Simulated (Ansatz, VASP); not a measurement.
# Two plane-wave programs on MgS

Contents of INCAR:

```
SYSTEM = MgS
  PREC = Accurate
  ENCUT = 520
  EDIFF = 1E-7
  ISMEAR = 0
  SIGMA = 0.05
  LREAL = .FALSE.
  LASPH = .TRUE.
  NELM = 100
  ALGO = Normal
  ISIF = 2
  LWAVE = .FALSE.
  LCHARG = .FALSE.
  GGA = PE
  NBANDS = 11
```

Contents of KPOINTS:

```
regular mesh
0
G
  8 8 8
  0 0 0
```

File POSCAR:

```
MgS
1.0
    0.0000000000      2.6016500000      2.5236005000
    2.6016500000      0.0000000000      2.5236005000
    2.6016500000      2.6016500000      0.0000000000
Mg S
1 1
Direct
    0.0000000000      0.0000000000      0.0000000000
    0.5000000000      0.5000000000      0.5000000000
```

Input for Ansatz:

```yaml
crystal:
  lattice:
    - [0.0, 2.60165, 2.5236005]
    - [2.60165, 0.0, 2.5236005]
    - [2.60165, 2.60165, 0.0]
  atoms:
    - { symbol: Mg, position: [0.0, 0.0, 0.0] }
    - { symbol: S, position: [0.5, 0.5, 0.5] }
basis:
  ecutwfc: 420
kpoints:
  mp_grid: { grid: [8, 8, 8] }
hamiltonian:
  xc: pbe
scf:
  occupations: { method: gaussian, width: 0.05 }
output:
  forces: true
  stress: true
  eigenvalues: true
```

Change from the starting cell: strain +0.000 along x and y, -0.030 along z, atoms carried along.

Alike in both runs: task single point; functional PBE; k mesh 8 × 8 × 8; occupations gaussian, width 0.05 eV; no spin polarisation.

```csv
,VASP,Ansatz
version,VASP 6.6.1,Ansatz 0.2.0
potentials or method,"VASP PAW PBE potentials, release 64 (Mg, S), cutoff 520 eV","scalar-relativistic, plane waves, PAW"
valence electrons in the cell,8,16
```

|  | VASP | Ansatz | Ansatz less VASP |
| --- | --- | --- | --- |
| gap on the k mesh at the Fermi level (eV) | 2.70 | 2.71 | +0.013 |
| least direct gap on the mesh (eV) | 3.91 | 3.92 | +0.011 |
| pressure (GPa) | 3.6 | 3.9 | +0.31 |
| traceless stress, the component that is largest in VASP (GPa) | 2.64 | 2.65 | +0.010 |

VASP's potentials hold 8 valence electrons a cell and Ansatz's 16, so a difference there can come from the potentials and not from the codes.
